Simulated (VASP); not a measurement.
Set up this calculation in VASP 6.6.1, as the native input.

| Item | Value |
| --- | --- |
| Task | single point |
| Functional | PBEsol |
| Potentials or basis | VASP PAW PBE potentials, release 64 (Ta_pv, N) |
| Cutoff | 520 eV |
| k mesh | 18 × 18 × 10 |
| Occupations | gaussian, width 0.15 eV |
| Spin | no spin polarisation |
| Dipole correction | no |
| Further INCAR settings | ALGO = Normal; EDIFF = 1e-07; NBANDS = 24 |

The structure of TaN lies in POSCAR:

```
TaN
1.0
    2.9585010578      0.0000000000      0.0000000000
   -1.4792505289      2.5621370732      0.0000000000
    0.0000000000      0.0000000000      4.7918000000
Ta N
2 2
Direct
    0.3333333333      0.6666666667      0.0000000000
    0.6666666667      0.3333333333      0.5000000000
    0.3333333333      0.6666666667      0.3850000000
    0.6666666667      0.3333333333      0.8850000000
```

This cell differs from its parent crystal: strain -0.030 along x and y, -0.030 along z.

These files were run (other wordings do the same):

INCAR

```
PREC     = Accurate       # precision mode
ENCUT    = 520            # plane-wave cutoff, eV
EDIFF    = 1E-7           # SCF threshold, eV
ISMEAR   = 0              # smearing method
SIGMA    = 0.15           # smearing width, eV
LREAL    = F              # projectors in reciprocal space
LASPH    = T              # aspherical terms in the spheres
NELM     = 80             # most SCF steps
ALGO     = Normal         # electronic algorithm
ISIF     = 2              # what is computed and relaxed
LWAVE    = F              # write WAVECAR
LCHARG   = F              # write CHGCAR
GGA      = PS             # functional
NBANDS   = 24             # bands
```

KPOINTS

```
Automatic mesh
0
Gamma
  18 18 10
```

Potentials or basis: VASP PAW PBE potentials, release 64 (Ta_pv, N).

The run is started by

```console
$ cat potpaw_PBE.64/Ta_pv/POTCAR potpaw_PBE.64/N/POTCAR > POTCAR
$ mpirun -np 1 vasp_std > vasp.out
```

Results of the run:

The pressure is 206.1 GPa. The largest force is 2.669 eV/Å and the band gap on the k mesh is zero (bands 16 and 17 overlap by 3.17 eV).

Caveat: the cell differs from its parent crystal (strain -0.030 along x and y, -0.030 along z); the stress differs along the axes, from 180 to 219 GPa; the PAW data sets were made with another functional, which shifts forces and pressure a little; spin-orbit coupling is left out, which moves the levels of the heavy elements.

Wall time 110 s on 1 thread of AMD EPYC 9R45 96-Core Processor (Zen 5) (shared host), peak memory 0.25 GiB.
